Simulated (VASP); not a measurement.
A run of VASP 6.6.1 is set up as follows.

Contents of INCAR:

```
  ALGO = Normal
  EDIFF = 1E-6
  ENCUT = 520
  GGA = PE
  ISIF = 2
  ISMEAR = -1
  ISPIN = 2
  LASPH = True
  LCHARG = False
  LMAXMIX = 4
  LORBIT = 11
  LREAL = False
  LWAVE = False
  MAGMOM = 1 1 1
  NBANDS = 24
  NELM = 150
  PREC = Accurate
  SIGMA = 0.05
```

Contents of KPOINTS:

```
k-points
0
Gamma
  11 11 15
```

The input POSCAR:

```
Ir
1.0
    4.1961303459      0.0000000000      0.0000000000
   -2.0980651729      3.6339554772      0.0000000000
    0.0000000000      0.0000000000      2.5895215174
Ir
3
Direct
    1.0000000000      0.0000000000      0.0000000000
    0.3333333333      0.6666666667      0.5000000000
    0.6666666667      0.3333333333      0.5000000000
```

Potentials or basis: VASP PAW PBE potentials, release 64 (Ir).

Command:

```bash
$ cat potpaw_PBE.64/Ir/POTCAR > POTCAR
$ mpirun -np 1 vasp_std > vasp.out
```

What does it give for the net moment?

0.00 μB per cell.

What does it give for the pressure?

58.1 GPa.

Stress tensor (GPa, compression positive):
```
60.26  0.00  0.00
 0.00 60.26  0.00
 0.00  0.00 53.63
```

Caveat: the stress differs along the axes, from 54 to 60 GPa.
